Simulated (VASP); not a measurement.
# SrO (R-3m) in VASP: notebook

SrO is run at these levels: PBE; tasks: single point.

Everything below comes from runs of VASP 6.6.1. Logs are shortened: lines on timing, memory, paths and dates and some standing lists are left out, and cuts for length are marked.

## 1. The cell of the first run

Symmetry: R-3m, No. 166, trigonal system. The conventional cell has a = 3.616 Å, b = 3.616 Å, c = 8.991 Å, α = 90.00°, β = 90.00°, γ = 120.00°. Sr (site symmetry -3m) has 6 O at 2.57 Å within 3.4 Å. Within 3.4 Å of O (site symmetry -3m) lie 6 Sr at 2.57 Å.

## 2. Single point, PBE (equal xy, yz and zx shear strains of +1 %)

The input, INCAR:

```
PREC = Accurate ; ENCUT = 520
EDIFF = 1E-6 ; ISMEAR = -1
SIGMA = 0.02 ; LREAL = F
LASPH = T ; NELM = 80
ALGO = Normal ; ISIF = 2
LWAVE = F ; LCHARG = F
GGA = PE ; NBANDS = 15
```

The input, KPOINTS:

```
Automatic mesh
0
Gamma
  8 8 8
```

The input, POSCAR:

```
SrO
1.0
    0.0256980000      2.5826490000      2.5826490000
    2.5826490000      0.0256980000      2.5826490000
    2.5826490000      2.5826490000      0.0256980000
Sr O
1 1
Direct
    0.0000000000      0.0000000000      0.0000000000
    0.5000000000      0.5000000000      0.5000000000
```

Potentials or basis: VASP PAW PBE potentials, release 64 (Sr_sv, O).

Run with:

```console
cat potpaw_PBE.64/Sr_sv/POTCAR potpaw_PBE.64/O/POTCAR > POTCAR
mpirun -np 1 vasp_std > vasp.out
```

OUTCAR:

```text
PREC = Accurate
   ENCUT = 520
   EDIFF = 1E-6
   ISMEAR = -1
   LREAL = F
   LASPH = T
   NELM = 80
   ISIF = 2
   GGA = PE

 ion  position               nearest neighbor table
   1  0.000  0.000  0.000-   2 2.57   2 2.57   2 2.57   2 2.57   2 2.57   2 2.57
   2  0.500  0.500  0.500-   1 2.57   1 2.57   1 2.57   1 2.57   1 2.57   1 2.57

  LATTYP: Found a trigonal (rhomboedric) cell.
 ALAT       =     3.6525076457
 COS(alpha) =     0.5099250056

  Lattice vectors:

 A1 = (   0.0256980000,   2.5826490000,   2.5826490000)
 A2 = (   2.5826490000,   0.0256980000,   2.5826490000)
 A3 = (   2.5826490000,   2.5826490000,   0.0256980000)

Analysis of symmetry for initial positions (statically):
=====================================================================
 Subroutine PRICEL returns:
 Original cell was already a primitive cell.

 Routine SETGRP: Setting up the symmetry group for a
 trigonal (rhombohedral) supercell.

 Subroutine GETGRP returns: Found 12 space group operations
 (whereof 12 operations were pure point group operations)
 out of a pool of 12 trial point group operations.

The static configuration has the point symmetry D_3d.

Analysis of symmetry for dynamics (positions and initial velocities):
=====================================================================
 Subroutine PRICEL returns:
 Original cell was already a primitive cell.

 Routine SETGRP: Setting up the symmetry group for a
 trigonal (rhombohedral) supercell.

 Subroutine GETGRP returns: Found 12 space group operations
 (whereof 12 operations were pure point group operations)
 out of a pool of 12 trial point group operations.

The dynamic configuration has the point symmetry D_3d.

 Subroutine INISYM returns: Found 12 space group operations
 (whereof 12 operations are pure point group operations),
 and found     1 'primitive' translations

----------------------------------------------------------------------------------------

                                     Primitive cell

  volume of cell :      33.9387

  direct lattice vectors                    reciprocal lattice vectors
     0.025698000  2.582649000  2.582649000    -0.196513444  0.194577351  0.194577351
     2.582649000  0.025698000  2.582649000     0.194577351 -0.196513444  0.194577351
     2.582649000  2.582649000  0.025698000     0.194577351  0.194577351 -0.196513444

  length of vectors
     3.652507646  3.652507646  3.652507646     0.338139357  0.338139357  0.338139357

  position of ions in fractional coordinates (direct lattice)
     0.000000000  0.000000000  0.000000000
     0.500000000  0.500000000  0.500000000

  ion indices of the primitive-cell ions
   primitive index   ion index
                 1           1
                 2           2

----------------------------------------------------------------------------------------

 KPOINTS: Automatic mesh

Automatic generation of k-mesh.
 Grid dimensions read from file:
 generate k-points for:    8    8    8

 Generating k-lattice:

  Cartesian coordinates                     Fractional coordinates (reciprocal lattice)
    -0.024564181  0.024322169  0.024322169     0.125000000  0.000000000  0.000000000
     0.024322169 -0.024564181  0.024322169     0.000000000  0.125000000  0.000000000
     0.024322169  0.024322169 -0.024564181     0.000000000  0.000000000  0.125000000

  Length of vectors
     0.042267420  0.042267420  0.042267420

  Shift w.r.t. Gamma in fractional coordinates (k-lattice)
     0.000000000  0.000000000  0.000000000

 Subroutine IBZKPT returns following result:
 ===========================================

 Found     65 irreducible k-points:

 Following reciprocal coordinates:
            Coordinates               Weight
  0.000000  0.000000  0.000000      1.000000
  0.125000  0.000000 -0.000000      6.000000
  0.250000  0.000000 -0.000000      6.000000
  0.375000  0.000000 -0.000000      6.000000
  0.500000  0.000000 -0.000000      3.000000
  0.125000  0.125000  0.000000      6.000000
[... 16 lines left out ...]
  0.250000  0.125000  0.125000      6.000000
  0.375000  0.125000  0.125000      6.000000
 [... further k-points ...]
   k-points           NKPTS =     65   k-points in BZ     NKDIM =     65   number of bands    NBANDS=     15
   number of dos      NEDOS =    301   number of ions     NIONS =      2
   total plane-waves  NPLWV =  21952
   dimension x,y,z NGX =    28 NGY =   28 NGZ =   28
   dimension x,y,z NGXF=    56 NGYF=   56 NGZF=   56
   ions per type =               1   1
   NGX,Y,Z   is equivalent  to a cutoff of  12.74, 12.74, 12.74 a.u.
   NGXF,Y,Z  is equivalent  to a cutoff of  25.49, 25.49, 25.49 a.u.
 SYSTEM =  unknown system
   PREC   = accura    normal or accurate (medium, high low for compatibility)
   ISTART =      0    job   : 0-new  1-cont  2-samecut
   ICHARG =      2    charge: 1-file 2-atom 10-const
   ISPIN  =      1    spin polarized calculation?
   LNONCOLLINEAR =      F non collinear calculations
   LSORBIT =      F    spin-orbit coupling
   LASPH  =      T    aspherical Exc in radial PAW
   ENCUT  =  520.0 eV  38.22 Ry    6.18 a.u.   6.79  6.79  6.79*2*pi/ulx,y,z
   NELM   =     80;   NELMIN=  2; NELMDL= -5     # of ELM steps
   EDIFF  = 0.1E-05   stopping-criterion for ELM
   LREAL  =      F    real-space projection
   EDIFFG = 0.1E-04   stopping-criterion for IOM
   NSW    =      0    number of steps for IOM
   IBRION =     -1    ionic relax: 0-MD 1-quasi-New 2-CG
   NFREE  =      0    steps in history (QN), initial steepest desc. (CG)
   ISIF   =      2    stress and relaxation
   ISYM   =      2    0-nonsym 1-usesym 2-fastsym
   POTIM  = 0.5000    time-step for ionic-motion
   TEBEG  =    0.0;   TEEND  =   0.0 temperature during run
   PSTRESS=    0.0 pullay stress
   NELECT =      16.0000    total number of electrons
   NUPDOWN=      -1.0000    fix difference up-down
   EMIN   =  10.00;   EMAX   =-10.00  energy-range for DOS
   EFERMI =   0.00;   METHOD = LEGACY
   ISMEAR =    -1;   SIGMA  =   0.02  broadening in eV -4-tet -1-fermi 0-gaus
   EFERMI_NEDOS =   21; number of points for ismear=-14 and -15
   IALGO  =     38    algorithm
   IMIX   =      4    mixing-type and parameters
     AMIX     =   0.40;   BMIX     =  1.00
     AMIX_MAG =   1.60;   BMIX_MAG =  1.00
  volume/ion in A,a.u.               =      16.97       114.51
  Fermi-wavevector in a.u.,A,eV,Ry     =   1.274138  2.407771 22.088059  1.623427
  Thomas-Fermi vector in A             =   2.406922
   LORBIT       =      0    0 simple, 1 ext, 2 COOP (PROOUT), +10 PAW based schemes
   GGA     = PE    functional components
   LHFCALC =     F    Hartree Fock is set to
   AEXX    =    0.0000 exact exchange contribution
   IVDW    =     0    specifies the selected vdW correction
   LEPSILON=     F    determine dielectric tensor
   LRPA    =     F    only Hartree local field effects (RPA)
 non-spin polarized calculation
  energy-cutoff  :      520.00
  volume of cell :       33.94
 maximum number of plane-waves:       934
   NGX = 13   NGY = 13   NGZ = 13

 number of electron      15.9999997 magnetization

 Free energy of the ion-electron system (eV)
  ---------------------------------------------------
  ext. energy  EPLUGINS =         0.00000000
  ---------------------------------------------------
  free energy    TOTEN  =       -12.03852770 eV

  energy without entropy =      -12.03852770  energy(sigma->0) =      -12.03852770

 E-fermi :   2.0795     XC(G=0): -10.0336

 val. band max:        1.6823385842   @ k =   0.0000   0.0000   0.0000
 cond. band min:       4.9336726215   @ k =   0.5000   0.5000   0.0000
 fundamental gap:      3.2513340373
 Fermi energy:         2.0794784377

 k-point     1 :       0.0000    0.0000    0.0000
  band No.  band energies     occupation
      1     -30.7150      2.00000
      2     -13.4214      2.00000
      3     -12.3565      2.00000
      4     -12.3482      2.00000
      5     -12.3482      2.00000
      6       1.6496      2.00000
      7       1.6823      2.00000
      8       1.6823      2.00000
      9       5.6619      0.00000
     10       7.7649      0.00000
     11       7.9437      0.00000
     12       7.9437      0.00000
     13      10.0573      0.00000
     14      10.0573      0.00000
     15      14.3908      0.00000

 k-point     2 :       0.1250    0.0000   -0.0000
  band No.  band energies     occupation
      1     -30.6946      2.00000
      2     -13.7877      2.00000
      3     -12.3670      2.00000
      4     -12.3620      2.00000
      5     -12.0336      2.00000
      6       1.2249      2.00000
      7       1.4501      2.00000
      8       1.4862      2.00000
      9       6.3631      0.00000
     10       7.7579      0.00000
     11       8.0962      0.00000
     12       8.2566      0.00000
     13      10.4646      0.00000
     14      10.4652      0.00000
     15      15.4068      0.00000

 k-point     3 :       0.2500    0.0000   -0.0000
  band No.  band energies     occupation
      1     -30.6449      2.00000
      2     -14.3603      2.00000
      3     -12.3950      2.00000
      4     -12.3944      2.00000
      5     -11.5840      2.00000
      6       0.3967      2.00000
      7       1.0118      2.00000
      8       1.0628      2.00000
      9       7.6806      0.00000
     10       7.9076      0.00000
     11       8.9312      0.00000
     12       9.1069      0.00000
     13      11.4817      0.00000
     14      11.4833      0.00000
     15      17.4219      0.00000
[... 343 lines left out ...]
 k-point    23 :       0.2500    0.1250    0.1250
  band No.  band energies     occupation
      1     -30.6665      2.00000
      2     -14.1181      2.00000
      3     -12.4682      2.00000
      4     -12.3527      2.00000
      5     -11.7322      2.00000
      6       0.6538      2.00000
      7       1.1272      2.00000
      8       1.5037      2.00000
      9       7.1219      0.00000
     10       7.4577      0.00000
     11       8.4851      0.00000
     12       9.0642      0.00000
     13      10.8364      0.00000
     14      11.2838      0.00000
     15      16.6671      0.00000

 k-point    24 :       0.3750    0.1250    0.1250
  band No.  band energies     occupation
      1     -30.6167      2.00000
      2     -14.5130      2.00000
      3     -12.5625      2.00000
      4     -12.3863      2.00000
      5     -11.4488      2.00000
      6       0.0912      2.00000
      7       0.7720      2.00000
      8       1.1814      2.00000
      9       7.6080      0.00000
     10       8.3290      0.00000
     11       9.2897      0.00000
     12       9.9731      0.00000
     13      11.9929      0.00000
     14      12.3174      0.00000
     15      17.7707      0.00000

 [... further k-points ...]
[... 5 lines left out ...]
  --------------------------------------------------------------------------------------
  -------------------------------------------------------------------------------------
  Total        0.7434038      0.7434038      0.7434038     -0.1175772     -0.1175772     -0.1175772
  in kB       35.0945623     35.0945623     35.0945623     -5.5505788     -5.5505788     -5.5505788
  external PRESSURE =      35.0945623 kB  Pullay stress =       0.0000000 kB

 VOLUME and BASIS-vectors are now :
 -----------------------------------------------------------------------------
  energy-cutoff  :      520.00
  volume of cell :       33.94
      direct lattice vectors                 reciprocal lattice vectors
     0.025698000  2.582649000  2.582649000    -0.196513444  0.194577351  0.194577351
     2.582649000  0.025698000  2.582649000     0.194577351 -0.196513444  0.194577351
     2.582649000  2.582649000  0.025698000     0.194577351  0.194577351 -0.196513444

 POSITION                                       TOTAL-FORCE (eV/Angst)
 -----------------------------------------------------------------------------------
      0.00000      0.00000      0.00000        -0.000000      0.000000     -0.000000
      2.59550      2.59550      2.59550         0.000000     -0.000000      0.000000
 -----------------------------------------------------------------------------------
    total drift:                                0.000000      0.000000      0.000000

  FREE ENERGIE OF THE ION-ELECTRON SYSTEM (eV)
  ---------------------------------------------------
  free  energy   TOTEN  =       -12.0385276999 eV

  energy  without entropy=      -12.0385276999  energy(sigma->0) =      -12.03852770
```

It took 24 s on 1 thread of Intel Xeon 6975P-C (Granite Rapids), shared host; peak memory 0.18 GiB.

What came out:

| Quantity | Value |
| --- | --- |
| Free energy | -12.0385 eV |
| Pressure | 3.5 GPa |
| Band gap on the k mesh | 3.25 eV, indirect (least direct gap 3.34 eV) |

Levels at points of the mesh, in eV from the valence-band top:
```csv
k point,band 4,band 5,band 6,band 7,band 8,band 9,band 10,band 11,band 12,band 13
"(0.00, 0.00, 0.00)",-14.03,-14.03,-0.03,0.00,0.00,3.98,6.08,6.26,6.26,8.38
"(0.50, 0.00, 0.00)",-14.11,-12.86,-2.18,-1.20,-1.13,6.55,8.47,8.78,8.96,11.91
"(0.50, 0.50, 0.00)",-14.41,-14.39,-0.44,-0.11,-0.09,3.25,7.80,10.17,10.38,11.09
"(0.50, 0.50, 0.50)",-14.10,-12.81,-2.18,-1.11,-1.11,6.51,8.44,8.77,8.77,11.90
```

Caveat: the cell differs from its parent crystal (equal xy, yz and zx shear strains of +1 %).

## 3. Single point, PBE (equal xy, yz and zx shear strains of +3 %)

The input, INCAR:

```
SYSTEM = SrO
ALGO = Normal
EDIFF = 1E-6
ENCUT = 520
GGA = PE
ISIF = 2
ISMEAR = -1
LASPH = .True.
LCHARG = .False.
LREAL = .False.
LWAVE = .False.
NBANDS = 15
NELM = 80
PREC = Accurate
SIGMA = 0.02
```

The input, KPOINTS:

```
k-points
0
Gamma
  8 8 8
  0 0 0
```

The input, POSCAR:

```
SrO
1.0
    0.0770940000      2.6083470000      2.6083470000
    2.6083470000      0.0770940000      2.6083470000
    2.6083470000      2.6083470000      0.0770940000
Sr O
1 1
Direct
    0.0000000000      0.0000000000      0.0000000000
    0.5000000000      0.5000000000      0.5000000000
```

Potentials or basis: VASP PAW PBE potentials, release 64 (Sr_sv, O).

Run with:

```console
cat potpaw_PBE.64/Sr_sv/POTCAR potpaw_PBE.64/O/POTCAR > POTCAR
mpirun -np 1 vasp_std > vasp.out
```

Wall time 23 s (1 thread of Intel Xeon 6975P-C (Granite Rapids), shared host); peak memory 0.18 GiB.

Results (log left out):

```yaml
Free_energy: -12.0237 eV
Pressure: 3.5 GPa
Band_gap_on_the_k_mesh: 3.21 eV, indirect (least direct gap 3.30 eV)
```

Stress tensor (GPa, compression positive):
```
 3.49 -1.75 -1.75
-1.75  3.49 -1.75
-1.75 -1.75  3.49
```

Levels at points of the mesh, in eV from the valence-band top:
| k point | band 6 | band 7 | band 8 | band 9 | band 10 | band 11 |
| --- | --- | --- | --- | --- | --- | --- |
| (0.00, 0.00, 0.00) | -0.10 | 0.00 | 0.00 | 3.93 | 5.84 | 6.33 |
| (0.50, 0.00, 0.00) | -2.21 | -1.32 | -1.12 | 6.50 | 8.46 | 8.65 |
| (0.50, 0.50, 0.00) | -0.48 | -0.16 | -0.09 | 3.21 | 7.75 | 10.10 |
| (0.50, 0.50, 0.50) | -2.21 | -1.04 | -1.04 | 6.39 | 8.37 | 8.61 |

Caveat: the cell differs from its parent crystal (equal xy, yz and zx shear strains of +3 %).
